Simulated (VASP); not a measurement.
# Sr (Im-3m) in VASP: notebook, part 3 of 3

VASP 6.6.1. The steps go on from the part before.

## Step 6: Single point, PBE

Contents of INCAR:

```
SYSTEM = Sr
ALGO = Normal
EDIFF = 1E-6
ENCUT = 500
GGA = PE
GGA_COMPAT = .False.
ISIF = 2
ISMEAR = -1
LASPH = .True.
LCHARG = .True.
LELF = .True.
LREAL = .False.
LVHAR = .True.
LWAVE = .False.
NBANDS = 11
NELM = 120
PREC = Accurate
SIGMA = 0.1
```

Contents of KPOINTS:

```
k-points
0
Gamma
  4 4 4
  0 0 0
```

Contents of POSCAR:

```
Sr
1.0
   -2.4250000000      2.4250000000      2.4250000000
    2.4250000000     -2.4250000000      2.4250000000
    2.4250000000      2.4250000000     -2.4250000000
Sr
1
Direct
    0.0000000000      0.0000000000      0.0000000000
```

Potentials or basis: VASP PAW PBE potentials, release 64 (Sr_sv).

Run with:

```bash
$ cat potpaw_PBE.64/Sr_sv/POTCAR > POTCAR
$ mpirun -np 1 vasp_std > vasp.out
```

OUTCAR:

```text
SYSTEM = Sr
   EDIFF = 1E-6
   ENCUT = 500
   GGA = PE
   ISIF = 2
   ISMEAR = -1
   LASPH = .True.
   LREAL = .False.
   NELM = 120
   PREC = Accurate

 ion  position               nearest neighbor table
   1  0.000  0.000  0.000-

  LATTYP: Found a body centered cubic cell.
 ALAT       =     4.8500000000

  Lattice vectors:

 A1 = (  -2.4250000000,   2.4250000000,   2.4250000000)
 A2 = (   2.4250000000,  -2.4250000000,   2.4250000000)
 A3 = (   2.4250000000,   2.4250000000,  -2.4250000000)

Analysis of symmetry for initial positions (statically):
=====================================================================
 Subroutine PRICEL returns:
 Original cell was already a primitive cell.

 Routine SETGRP: Setting up the symmetry group for a
 body centered cubic supercell.

 Subroutine GETGRP returns: Found 48 space group operations
[... 9 lines left out ...]

 Routine SETGRP: Setting up the symmetry group for a
 body centered cubic supercell.

 Subroutine GETGRP returns: Found 48 space group operations
[... 11 lines left out ...]
                                     Primitive cell

  volume of cell :      57.0421

  direct lattice vectors                    reciprocal lattice vectors
    -2.425000000  2.425000000  2.425000000     0.000000000  0.206185567  0.206185567
     2.425000000 -2.425000000  2.425000000     0.206185567  0.000000000  0.206185567
     2.425000000  2.425000000 -2.425000000     0.206185567  0.206185567  0.000000000

  length of vectors
     4.200223208  4.200223208  4.200223208     0.291590425  0.291590425  0.291590425

  position of ions in fractional coordinates (direct lattice)
     0.000000000  0.000000000  0.000000000

  ion indices of the primitive-cell ions
   primitive index   ion index
                 1           1

----------------------------------------------------------------------------------------

 KPOINTS: k-points

Automatic generation of k-mesh.
 Grid dimensions read from file:
 generate k-points for:    4    4    4

 Generating k-lattice:

  Cartesian coordinates                     Fractional coordinates (reciprocal lattice)
     0.000000000  0.051546392  0.051546392     0.250000000  0.000000000  0.000000000
     0.051546392  0.000000000  0.051546392     0.000000000  0.250000000  0.000000000
     0.051546392  0.051546392  0.000000000     0.000000000  0.000000000  0.250000000

  Length of vectors
     0.072897606  0.072897606  0.072897606

  Shift w.r.t. Gamma in fractional coordinates (k-lattice)
     0.000000000  0.000000000  0.000000000

 Subroutine IBZKPT returns following result:
 ===========================================

 Found      8 irreducible k-points:

 Following reciprocal coordinates:
            Coordinates               Weight
  0.000000  0.000000  0.000000      1.000000
  0.250000  0.000000  0.000000     12.000000
  0.500000  0.000000  0.000000      6.000000
  0.250000  0.250000  0.000000     24.000000
  0.250000  0.250000  0.250000      2.000000
 -0.250000  0.250000  0.250000      6.000000
  0.500000  0.500000  0.250000     12.000000
  0.500000  0.500000  0.500000      1.000000
   k-points           NKPTS =      8   k-points in BZ     NKDIM =      8   number of bands    NBANDS=     11
   number of dos      NEDOS =    301   number of ions     NIONS =      1
   total plane-waves  NPLWV =  32768
   dimension x,y,z NGX =    32 NGY =   32 NGZ =   32
   dimension x,y,z NGXF=    64 NGYF=   64 NGZF=   64
   ions per type =               1
   NGX,Y,Z   is equivalent  to a cutoff of  12.67, 12.67, 12.67 a.u.
   NGXF,Y,Z  is equivalent  to a cutoff of  25.33, 25.33, 25.33 a.u.
 SYSTEM =  Sr
   PREC   = accura    normal or accurate (medium, high low for compatibility)
   ISTART =      0    job   : 0-new  1-cont  2-samecut
   ICHARG =      2    charge: 1-file 2-atom 10-const
   ISPIN  =      1    spin polarized calculation?
   LNONCOLLINEAR =      F non collinear calculations
   LSORBIT =      F    spin-orbit coupling
   LASPH  =      T    aspherical Exc in radial PAW
   ENCUT  =  500.0 eV  36.75 Ry    6.06 a.u.   7.66  7.66  7.66*2*pi/ulx,y,z
   NELM   =    120;   NELMIN=  2; NELMDL= -5     # of ELM steps
   EDIFF  = 0.1E-05   stopping-criterion for ELM
   LREAL  =      F    real-space projection
   EDIFFG = 0.1E-04   stopping-criterion for IOM
   NSW    =      0    number of steps for IOM
   IBRION =     -1    ionic relax: 0-MD 1-quasi-New 2-CG
   NFREE  =      0    steps in history (QN), initial steepest desc. (CG)
   ISIF   =      2    stress and relaxation
   ISYM   =      2    0-nonsym 1-usesym 2-fastsym
   POTIM  = 0.5000    time-step for ionic-motion
   TEBEG  =    0.0;   TEEND  =   0.0 temperature during run
   PSTRESS=    0.0 pullay stress
   NELECT =      10.0000    total number of electrons
   NUPDOWN=      -1.0000    fix difference up-down
   EMIN   =  10.00;   EMAX   =-10.00  energy-range for DOS
   EFERMI =   0.00;   METHOD = LEGACY
   ISMEAR =    -1;   SIGMA  =   0.10  broadening in eV -4-tet -1-fermi 0-gaus
   EFERMI_NEDOS =   21; number of points for ismear=-14 and -15
   IALGO  =     38    algorithm
   IMIX   =      4    mixing-type and parameters
     AMIX     =   0.40;   BMIX     =  1.00
     AMIX_MAG =   1.60;   BMIX_MAG =  1.00
  volume/ion in A,a.u.               =      57.04       384.94
  Fermi-wavevector in a.u.,A,eV,Ry     =   0.916241  1.731445 11.422060  0.839498
  Thomas-Fermi vector in A             =   2.041074
   LORBIT       =      0    0 simple, 1 ext, 2 COOP (PROOUT), +10 PAW based schemes
   GGA     = PE    functional components
   LHFCALC =     F    Hartree Fock is set to
   AEXX    =    0.0000 exact exchange contribution
   IVDW    =     0    specifies the selected vdW correction
   LEPSILON=     F    determine dielectric tensor
   LRPA    =     F    only Hartree local field effects (RPA)
 non-spin polarized calculation
  energy-cutoff  :      500.00
  volume of cell :       57.04
 maximum number of plane-waves:      1481
 NGX is ok and might be reduce to    32
   NGX = 15   NGY = 15   NGZ = 15

 number of electron      10.0000000 magnetization

 Free energy of the ion-electron system (eV)
  ---------------------------------------------------
  ext. energy  EPLUGINS =         0.00000000
  ---------------------------------------------------
  free energy    TOTEN  =        -1.65644676 eV

  energy without entropy =       -1.59774190  energy(sigma->0) =       -1.62709433

 E-fermi :   1.4154     XC(G=0):  -7.2379

 val. band max:        1.3715015876   @ k =   0.5000   0.5000   0.5000
 cond. band min:       1.4811696585   @ k =   0.5000   0.5000   0.2500
 fundamental gap:      0.1096680709
 Fermi energy:         1.4153628948

 k-point     1 :       0.0000    0.0000    0.0000
  band No.  band energies     occupation
      1     -35.2260      2.00000
      2     -17.1179      2.00000
      3     -17.1179      2.00000
      4     -17.1179      2.00000
      5      -2.1206      2.00000
      6       3.7965      0.00000
      7       3.7965      0.00000
      8       3.7965      0.00000
      9       5.0682      0.00000
     10       5.0682      0.00000
     11       9.4031      0.00000

 k-point     2 :       0.2500    0.0000    0.0000
  band No.  band energies     occupation
      1     -35.2196      2.00000
      2     -17.2058      2.00000
      3     -17.1472      2.00000
      4     -17.1178      2.00000
      5      -1.1552      2.00000
      6       2.8941      0.00000
      7       3.1558      0.00000
      8       4.7545      0.00000
      9       4.8324      0.00000
     10       5.1253      0.00000
     11       9.1086      0.00000
[... 71 lines left out ...]
 k-point     8 :       0.5000    0.5000    0.5000
  band No.  band energies     occupation
      1     -35.2033      2.00000
      2     -17.2427      2.00000
      3     -17.2427      2.00000
      4     -17.2427      2.00000
      5       1.3715      1.21586
      6       1.3715      1.21586
      7       4.9423      0.00000
      8       4.9423      0.00000
      9       4.9423      0.00000
     10       6.3193      0.00000
     11       6.3193      0.00000

------------------------ aborting loop because EDIFF is reached ----------------------------------------

  FORCE on cell =-STRESS in cart. coord.  units (eV):
  Direction    XX          YY          ZZ          XY          YZ          ZX
  --------------------------------------------------------------------------------------
  -------------------------------------------------------------------------------------
  Total       -0.2241906     -0.2241906     -0.2241906     -0.0000000      0.0000000     -0.0000000
  in kB       -6.2969860     -6.2969860     -6.2969860     -0.0000000      0.0000000     -0.0000000
  external PRESSURE =      -6.2969860 kB  Pullay stress =       0.0000000 kB

 VOLUME and BASIS-vectors are now :
 -----------------------------------------------------------------------------
  energy-cutoff  :      500.00
  volume of cell :       57.04
      direct lattice vectors                 reciprocal lattice vectors
    -2.425000000  2.425000000  2.425000000     0.000000000  0.206185567  0.206185567
     2.425000000 -2.425000000  2.425000000     0.206185567  0.000000000  0.206185567
     2.425000000  2.425000000 -2.425000000     0.206185567  0.206185567  0.000000000

 POSITION                                       TOTAL-FORCE (eV/Angst)
 -----------------------------------------------------------------------------------
      0.00000      0.00000      0.00000         0.000000     -0.000000     -0.000000
 -----------------------------------------------------------------------------------
    total drift:                                0.000000      0.000000     -0.000000

  FREE ENERGIE OF THE ION-ELECTRON SYSTEM (eV)
  ---------------------------------------------------
  free  energy   TOTEN  =        -1.6564467560 eV

  energy  without entropy=       -1.5977419001  energy(sigma->0) =       -1.62709433
```

OSZICAR:

```text
N       E                     dE             d eps       ncg     rms          rms(c)
DAV:   1     0.365244514146E+02    0.36524E+02   -0.47701E+03   176   0.753E+02
DAV:   2    -0.862793292622E-01   -0.36611E+02   -0.35969E+02   206   0.159E+02
DAV:   3    -0.160644385323E+01   -0.15202E+01   -0.15131E+01   268   0.238E+01
DAV:   4    -0.164976372964E+01   -0.43320E-01   -0.43266E-01   222   0.397E+00
DAV:   5    -0.165079855501E+01   -0.10348E-02   -0.10348E-02   262   0.429E-01    0.105E+01
DAV:   6    -0.165383469654E+01   -0.30361E-02   -0.71267E-03   209   0.943E-01    0.588E+00
DAV:   7    -0.165629765646E+01   -0.24630E-02   -0.12342E-02   188   0.123E+00    0.297E-01
DAV:   8    -0.165639942864E+01   -0.10177E-03   -0.15482E-03   262   0.227E-01    0.754E-02
DAV:   9    -0.165642842069E+01   -0.28992E-04   -0.45157E-05   200   0.492E-02    0.295E-02
DAV:  10    -0.165644722264E+01   -0.18802E-04   -0.10102E-05   205   0.218E-02    0.492E-03
DAV:  11    -0.165644675598E+01    0.46666E-06   -0.50336E-07   159   0.526E-03
   1 F= -.16564468E+01 E0= -.16270943E+01  d E =-.587049E-01
```

stdout:

```text
POSCAR found type information on POSCAR Sr
 POSCAR found :  1 types and       1 ions
 scaLAPACK will be used
 LDA part: xc-table for (Slater+PW92), standard interpolation
 POSCAR, INCAR and KPOINTS ok, starting setup
 FFT: planning ... GRIDC
 FFT: planning ... GRID_SOFT
 FFT: planning ... GRID
 WAVECAR not read
 entering main loop
```

Run time: 13 s. Hardware: 1 thread of Intel Xeon Platinum 8488C (Sapphire Rapids), shared host; peak memory 0.17 GiB.

Results:

* Free energy: -1.6564 eV
* Pressure: -0.6 GPa
* Band gap on the k mesh: zero (band 5 reaches 1.80 eV, above the bottom of band 6 at 1.37 eV)

Caveat: the k points lie up to 0.46 Å⁻¹ apart.

## Step 7: Summary

| smearing | gap on the mesh (eV) | pressure (GPa) |
| --- | --- | --- |
| fermi-dirac 0.25852 eV | none | -0.4 |
| fermi-dirac 0.00861733 eV | none | -0.9 |
| fermi-dirac 0.1 eV | none | -0.6 |

Alike in all rows: task single point; level PBE; potentials or basis VASP PAW PBE potentials, release 64 (Sr_sv); no spin polarisation; cell as given; k mesh 4 × 4 × 4; cutoff (eV) 500.

Caveats: all runs use coarse meshes.

Total energies depend on the potentials used, so only differences within one code and one set of settings carry meaning.
